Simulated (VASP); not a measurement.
# SbAs (Fm-3m) in VASP: vibrations by perturbation theory with LDA

Aim: the vibrations by perturbation theory of SbAs with LDA.

Everything below comes from runs of VASP 6.6.1. Logs are shortened: lines on timing, memory, paths and dates and some standing lists are left out, and cuts for length are marked.

### Step 1. The cell of the first run

The structure is cubic, space group Fm-3m (No. 225). The conventional cell has a = 5.660 Å, b = 5.660 Å, c = 5.660 Å, α = 90.00°, β = 90.00°, γ = 90.00°. Within 3.7 Å of Sb (site symmetry m-3m) lie 6 As at 2.83 Å. As (site symmetry m-3m) has 6 Sb at 2.83 Å within 3.7 Å.

### Step 2. Vibrations by perturbation theory, LDA

File INCAR:

```
SYSTEM = SbAs
  PREC = Accurate
  ENCUT = 520
  EDIFF = 1E-8
  ISMEAR = -1
  SIGMA = 0.15
  LREAL = .False.
  LASPH = .True.
  NELM = 100
  ALGO = Normal
  ISIF = 2
  LWAVE = .False.
  LCHARG = .True.
  GGA = CA
  NBANDS = 12
  IBRION = 8
  NSW = 1
```

File KPOINTS:

```
regular mesh
0
Gamma
  14 14 14
  0 0 0
```

File POSCAR:

```
SbAs
1.0
    2.0010625715      1.1553140143      3.2676500395
   -2.0010625715      1.1553140143      3.2676500395
    0.0000000000     -2.3106280286      3.2676500395
Sb As
1 1
Direct
    0.5000000000      0.5000000000      0.5000000000
    0.0000000000      0.0000000000      0.0000000000
```

Potentials or basis: VASP PAW LDA potentials, release 64 (Sb, As).

On the command line:

```
> cat potpaw_LDA.64/Sb/POTCAR potpaw_LDA.64/As/POTCAR > POTCAR
> mpirun -np 1 vasp_std > vasp.out
```

OUTCAR:

```text
SYSTEM = SbAs
   PREC = Accurate
   ENCUT = 520
   EDIFF = 1E-8
   ISMEAR = -1
   LREAL = .False.
   LASPH = .True.
   NELM = 100
   ISIF = 2
   GGA = CA
   IBRION = 8
   NSW = 1

 ion  position               nearest neighbor table
   1  0.500  0.500  0.500-   2 2.83   2 2.83   2 2.83   2 2.83   2 2.83   2 2.83
   2  0.000  0.000  0.000-   1 2.83   1 2.83   1 2.83   1 2.83   1 2.83   1 2.83

  LATTYP: Found a trigonal (rhomboedric) cell.
 ALAT       =     4.0020667995
 COS(alpha) =     0.4999854215

  Lattice vectors:

 A1 = (   2.0010625715,   1.1553140143,   3.2676500395)
 A2 = (  -2.0010625715,   1.1553140143,   3.2676500395)
 A3 = (   0.0000000000,  -2.3106280286,   3.2676500395)

Analysis of symmetry for initial positions (statically):
=====================================================================
 Subroutine PRICEL returns:
 Original cell was already a primitive cell.

 Routine SETGRP: Setting up the symmetry group for a
 trigonal (rhombohedral) supercell.

 Subroutine GETGRP returns: Found 12 space group operations
 (whereof 12 operations were pure point group operations)
 out of a pool of 12 trial point group operations.

The static configuration has the point symmetry D_3d.

Analysis of symmetry for dynamics (positions and initial velocities):
=====================================================================
 Subroutine PRICEL returns:
 Original cell was already a primitive cell.

 Routine SETGRP: Setting up the symmetry group for a
 trigonal (rhombohedral) supercell.

 Subroutine GETGRP returns: Found 12 space group operations
 (whereof 12 operations were pure point group operations)
 out of a pool of 12 trial point group operations.

The dynamic configuration has the point symmetry D_3d.

 Subroutine INISYM returns: Found 12 space group operations
 (whereof 12 operations are pure point group operations),
 and found     1 'primitive' translations

----------------------------------------------------------------------------------------

                                     Primitive cell

  volume of cell :      45.3260

  direct lattice vectors                    reciprocal lattice vectors
     2.001062571  1.155314014  3.267650039     0.249867249  0.144260924  0.102010108
    -2.001062571  1.155314014  3.267650039    -0.249867249  0.144260924  0.102010108
     0.000000000 -2.310628029  3.267650039     0.000000000 -0.288521847  0.102010108

  length of vectors
     4.002066799  4.002066799  4.002066799     0.306024375  0.306024375  0.306024375

  position of ions in fractional coordinates (direct lattice)
     0.500000000  0.500000000  0.500000000
     0.000000000  0.000000000  0.000000000

  ion indices of the primitive-cell ions
   primitive index   ion index
                 1           1
                 2           2

----------------------------------------------------------------------------------------

 KPOINTS: regular mesh

Automatic generation of k-mesh.
 Grid dimensions read from file:
 generate k-points for:   14   14   14

 Generating k-lattice:

  Cartesian coordinates                     Fractional coordinates (reciprocal lattice)
     0.017847661  0.010304352  0.007286436     0.071428571 -0.000000000  0.000000000
    -0.017847661  0.010304352  0.007286436    -0.000000000  0.071428571  0.000000000
     0.000000000 -0.020608703  0.007286436     0.000000000  0.000000000  0.071428571

  Length of vectors
     0.021858884  0.021858884  0.021858884

  Shift w.r.t. Gamma in fractional coordinates (k-lattice)
     0.000000000  0.000000000  0.000000000

 Subroutine IBZKPT returns following result:
 ===========================================

 Found    288 irreducible k-points:

 Following reciprocal coordinates:
            Coordinates               Weight
  0.000000  0.000000  0.000000      1.000000
  0.071429  0.000000  0.000000      6.000000
  0.071429  0.071429  0.071429      2.000000
  0.142857 -0.000000 -0.000000      6.000000
  0.142857  0.142857  0.142857      2.000000
  0.214286  0.000000  0.000000      6.000000
[... 16 lines left out ...]
  0.285714  0.071429  0.000000     12.000000
  0.071429  0.071429 -0.214286      6.000000
 [... further k-points ...]
[... 18 lines left out ...]
   EDIFF  = 0.1E-07   stopping-criterion for ELM
   LREAL  =      F    real-space projection
   EDIFFG = 0.1E-06   stopping-criterion for IOM
   NSW    =      1    number of steps for IOM
   IBRION =      8    ionic relax: 0-MD 1-quasi-New 2-CG
   NFREE  =      0    steps in history (QN), initial steepest desc. (CG)
   ISIF   =      2    stress and relaxation
   ISYM   =      2    0-nonsym 1-usesym 2-fastsym
   POTIM  = 0.5000    time-step for ionic-motion
   TEBEG  =    0.0;   TEEND  =   0.0 temperature during run
   PSTRESS=    0.0 pullay stress
   NELECT =      10.0000    total number of electrons
   NUPDOWN=      -1.0000    fix difference up-down
   EMIN   =  10.00;   EMAX   =-10.00  energy-range for DOS
   EFERMI =   0.00;   METHOD = LEGACY
   ISMEAR =    -1;   SIGMA  =   0.15  broadening in eV -4-tet -1-fermi 0-gaus
   EFERMI_NEDOS =   21; number of points for ismear=-14 and -15
   IALGO  =     38    algorithm
   IMIX   =      4    mixing-type and parameters
     AMIX     =   0.40;   BMIX     =  1.00
     AMIX_MAG =   1.60;   BMIX_MAG =  1.00
  volume/ion in A,a.u.               =      22.66       152.94
  Fermi-wavevector in a.u.,A,eV,Ry     =   0.989219  1.869352 13.314031  0.978554
  Thomas-Fermi vector in A             =   2.120802
   LORBIT       =      0    0 simple, 1 ext, 2 COOP (PROOUT), +10 PAW based schemes
   GGA     = CA    functional components
   LHFCALC =     F    Hartree Fock is set to
   AEXX    =    0.0000 exact exchange contribution
   IVDW    =     0    specifies the selected vdW correction
   LEPSILON=     F    determine dielectric tensor
   LRPA    =     F    only Hartree local field effects (RPA)
 non-spin polarized calculation
  energy-cutoff  :      520.00
  volume of cell :       45.33
 maximum number of plane-waves:      1243
 NGX is ok and might be reduce to    30
   NGX = 15   NGY = 15   NGZ = 15

--------------------------------------- Ionic step        1  -------------------------------------------

 number of electron      10.0000000 magnetization

 Free energy of the ion-electron system (eV)
  ---------------------------------------------------
  ext. energy  EPLUGINS =         0.00000000
  ---------------------------------------------------
  free energy    TOTEN  =       -10.16834078 eV

  energy without entropy =      -10.10568485  energy(sigma->0) =      -10.13701282

 E-fermi :   7.7664     XC(G=0): -10.5160

 val. band max:        7.7504160228   @ k =   0.0714   0.0714  -0.2143
 cond. band min:       7.7665068311   @ k =   0.1429   0.1429   0.2857
 fundamental gap:      0.0160908083
 Fermi energy:         7.7663657414

 k-point     1 :       0.0000    0.0000    0.0000
  band No.  band energies     occupation
      1      -6.6075      2.00000
      2       3.2867      2.00000
      3       5.7934      2.00000
      4       5.7934      2.00000
      5       5.7937      2.00000
      6      11.7079      0.00000
      7      11.7080      0.00000
      8      11.7080      0.00000
      9      12.9708      0.00000
     10      12.9708      0.00000
     11      12.9711      0.00000
     12      15.4265      0.00000
[... 331 lines left out ...]
 k-point    24 :       0.0714    0.0714   -0.2143
  band No.  band energies     occupation
      1      -5.6737      2.00000
      2       0.1123      2.00000
      3       5.4149      2.00000
      4       5.8099      2.00000
      5       7.7504      1.05312
      6       8.0766      0.22450
      7      10.0385      0.00000
      8      10.4507      0.00000
      9      12.9830      0.00000
     10      14.9006      0.00000
     11      15.2502      0.00000
     12      18.5462      0.00000

 [... further k-points ...]

------------------------ aborting loop because EDIFF is reached ----------------------------------------

  FORCE on cell =-STRESS in cart. coord.  units (eV):
  Direction    XX          YY          ZZ          XY          YZ          ZX
  --------------------------------------------------------------------------------------
  -------------------------------------------------------------------------------------
  Total        0.9470645      0.9470645      0.9472294      0.0000000      0.0000000     -0.0000000
  in kB       33.4766997     33.4766997     33.4825290      0.0000000      0.0000000     -0.0000000
  external PRESSURE =      33.4786428 kB  Pullay stress =       0.0000000 kB

 VOLUME and BASIS-vectors are now :
 -----------------------------------------------------------------------------
  energy-cutoff  :      520.00
  volume of cell :       45.33
      direct lattice vectors                 reciprocal lattice vectors
     2.001062571  1.155314014  3.267650039     0.249867249  0.144260924  0.102010108
    -2.001062571  1.155314014  3.267650039    -0.249867249  0.144260924  0.102010108
     0.000000000 -2.310628029  3.267650039     0.000000000 -0.288521847  0.102010108

 POSITION                                       TOTAL-FORCE (eV/Angst)
 -----------------------------------------------------------------------------------
      0.00000      0.00000      4.90148         0.000000     -0.000000     -0.000000
      0.00000      0.00000      0.00000        -0.000000      0.000000      0.000000
 -----------------------------------------------------------------------------------
    total drift:                                0.000000      0.000000     -0.000000

  FREE ENERGIE OF THE ION-ELECTRON SYSTEM (eV)
  ---------------------------------------------------
  free  energy   TOTEN  =       -10.1683407846 eV

  energy  without entropy=      -10.1056848524  energy(sigma->0) =      -10.13701282

[... ionic steps 2 to 3 ...]

--------------------------------------- Ionic step        4  -------------------------------------------

------------------------ aborting loop because EDIFF is reached ----------------------------------------
[... 11 lines left out ...]
[... ionic steps 8 to 8 ...]

--------------------------------------- Ionic step        9  -------------------------------------------

 Free energy of the ion-electron system (eV)
  ---------------------------------------------------
  ---------------------------------------------------
  free energy    TOTEN  =        -0.04447427 eV

  energy without entropy =       -0.04447426

------------------------ aborting loop because EDIFF is reached ----------------------------------------

 INTERNAL STRAIN TENSOR  FOR ION    2  DIRECTION 3   (eV/Angst):
 -----------------------------------------------------------------------------
    -0.00731  0.00000  0.00000
     0.00000 -0.00731  0.00000
     0.00000  0.00000  0.03927

 INTERNAL STRAIN TENSOR FOR ION    2 for displacements in x,y,z  (eV/Angst):
          X           Y           Z          XY          YZ          ZX
  --------------------------------------------------------------------------------
  x     0.00000     0.00000     0.00000     0.00000     0.00000     0.00000
  y     0.00000     0.00000     0.00000     0.00000     0.00000     0.00000
  z     0.00000     0.00000     0.00000     0.00000     0.00000     0.00000

 SECOND DERIVATIVES (NOT SYMMETRIZED)
 ------------------------------------
               1X          1Y          1Z          2X          2Y          2Z
  1X     1.629975    0.000000    0.000000   -1.629975    0.000000    0.000000
  1Y     0.000000    1.629975    0.000000    0.000000   -1.629975    0.000000
  1Z     0.000000    0.000000    1.629577    0.000000    0.000000   -1.629577
  2X    -1.630743    0.000000    0.000000    1.630743    0.000000    0.000000
  2Y     0.000000   -1.630743    0.000000    0.000000    1.630743    0.000000
  2Z     0.000000    0.000000   -1.630327    0.000000    0.000000    1.630327

 Eigenvectors and eigenvalues of the dynamical matrix
 ----------------------------------------------------

   1 f  =    0.000335 THz     0.002106 2PiTHz    0.011183 cm-1     0.001386 meV
             X         Y         Z           dx          dy          dz
      0.000000  0.000000  4.901475    -0.719965    0.317510    0.000000
      0.000000  0.000000  0.000000    -0.564650    0.249015    0.000000
[... 21 lines left out ...]
   6 f/i=    2.931140 THz    18.416898 2PiTHz   97.772317 cm-1    12.122217 meV
             X         Y         Z           dx          dy          dz
      0.000000  0.000000  4.901475     0.617121   -0.000000   -0.000000
      0.000000  0.000000  0.000000    -0.786869   -0.000000    0.000000

--------------------------------------------------------------------------------------------------------

 ELASTIC MODULI CONTR FROM IONIC RELAXATION (kBar)
 Direction    XX          YY          ZZ          XY          YZ          ZX
 --------------------------------------------------------------------------------
 XX           0.0000      0.0000      0.0000      0.0000      0.0000      0.0000
 YY           0.0000      0.0000      0.0000      0.0000      0.0000      0.0000
 ZZ           0.0000      0.0000      0.0000      0.0000      0.0000      0.0000
 XY           0.0000      0.0000      0.0000      0.0000      0.0000      0.0000
 YZ           0.0000      0.0000      0.0000      0.0000      0.0000      0.0000
 ZX           0.0000      0.0000      0.0000      0.0000      0.0000      0.0000
 --------------------------------------------------------------------------------
```

Wall time 10 min (1 thread of Intel Xeon 6975P-C (Granite Rapids), shared host); peak memory 0.91 GiB.

What came out:

```yaml
Highest_phonon_frequency_at_Γ: 0 cm⁻¹
Most_unstable_mode: 98i cm⁻¹
```

Phonon frequencies in cm⁻¹ (negative: imaginary):
| q point | frequencies |
| --- | --- |
| (0.000, 0.000, 0.000) | -98 -98 -98 0 0 0 |

Caveat: the cell stands under pressure or tension, which shifts response properties; some modes are imaginary; spin-orbit coupling is left out, which moves the levels of the heavy elements.
